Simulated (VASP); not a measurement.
## Ge: single point with LDA

Ge:

```
CELL_PARAMETERS angstrom
3.99759 0.00000 0.00000
-1.99879 3.46201 0.00000
0.00000 0.00000 6.59938
ATOMIC_POSITIONS crystal
Ge 0.66667 0.33333 0.06290
Ge 0.33333 0.66667 0.56290
Ge 0.66667 0.33333 0.43710
Ge 0.33333 0.66667 0.93710
```

This isn't the form of Ge at room conditions, which is diamond.

| Property | Result |
| --- | --- |
| Program | VASP 6.6.1 |
| Task | single point |
| Functional | LDA |
| Potentials or basis | VASP PAW LDA potentials, release 64 (Ge_d) |
| Cutoff | 520 eV |
| k mesh | 12 × 12 × 6 |
| Occupations | gaussian, width 0.05 eV |
| Spin | no spin polarisation |
| Dipole correction | no |
| Further INCAR settings | ALGO = Normal; EDIFF = 1e-06; NBANDS = 36 |

```json
{
 "Pressure": "-1.8 GPa",
 "Largest force": "0.007 eV/Å",
 "Band gap on the k mesh": "zero (bands 28 and 29 overlap by 0.01 eV)"
}
```

Forces on the atoms (eV/Å):
```
Ge   0.000  0.000 -0.007
Ge   0.000  0.000 -0.007
Ge   0.000  0.000  0.007
Ge   0.000  0.000  0.007
```

Stress tensor (GPa, compression positive):
```
-1.79  0.00  0.00
 0.00 -1.79  0.00
 0.00  0.00 -1.87
```

Levels at points of the mesh, in eV from the Fermi level:
```csv
k point,band 24,band 25,band 26,band 27,band 28,band 29,band 30,band 31,band 32,band 33
"(0.00, 0.00, 0.00)",-1.46,-1.46,-0.17,-0.16,-0.14,0.14,0.14,2.26,2.26,2.74
"(0.50, 0.00, 0.00)",-6.77,-4.57,-3.04,-2.80,-1.42,0.47,1.58,3.51,3.71,4.30
"(0.00, 0.00, 0.50)",-4.83,-0.83,-0.83,-0.83,-0.83,0.60,0.60,3.36,3.36,3.36
"(0.50, 0.00, 0.50)",-7.88,-2.53,-2.53,-2.39,-2.39,0.46,0.46,2.09,2.09,6.09
```

Run time: 3.4 min on 1 thread of Intel(R) Xeon(R) Platinum 8488C (Sapphire Rapids) (shared host), peak memory 0.28 GiB.

Caveat: semilocal functionals underestimate gaps, and a narrow one can read as zero.
